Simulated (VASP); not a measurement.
A run of VASP 6.6.1:

INCAR

```
PREC     = Accurate       # precision mode
ENCUT    = 520            # plane-wave cutoff, eV
EDIFF    = 1E-7           # SCF threshold, eV
ISMEAR   = 0              # smearing method
SIGMA    = 0.15           # smearing width, eV
LREAL    = False          # projectors in reciprocal space
LASPH    = True           # aspherical terms in the spheres
NELM     = 100            # most SCF steps
ALGO     = Fast           # electronic algorithm
ISIF     = 2              # what is computed and relaxed
LWAVE    = False          # write WAVECAR
LCHARG   = False          # write CHGCAR
GGA      = PE             # functional
NBANDS   = 17             # bands
```

File KPOINTS:

```
regular mesh
0
Gamma
  16 16 12
```

Contents of POSCAR:

```
Pt
1.0
    0.0000000000     -1.9849647118     -1.9849647118
    0.0000000000      1.9849647118     -1.9849647118
    3.9699294236      0.0000000000      0.0000000000
Pt
2
Direct
    0.5359704128      0.4880098624      0.5000000000
   -0.0359704128      0.0119901376      0.0000000000
```

Potentials or basis: VASP PAW PBE potentials, release 64 (Pt).

Launch:

```bash
$ cat potpaw_PBE.64/Pt/POTCAR > POTCAR
$ mpirun -np 1 vasp_std > vasp.out
```

Hardware: 1 thread of Intel(R) Xeon(R) Platinum 8259CL CPU @ 2.50GHz (Skylake/Cascade Lake), on a shared host.

Estimate the wall time of this run.

Run time: 4.5 min on 1 thread of Intel(R) Xeon(R) Platinum 8259CL CPU @ 2.50GHz (Skylake/Cascade Lake), on a shared host, peak memory 0.49 GiB. Counts: scf iterations 14, k points 910.
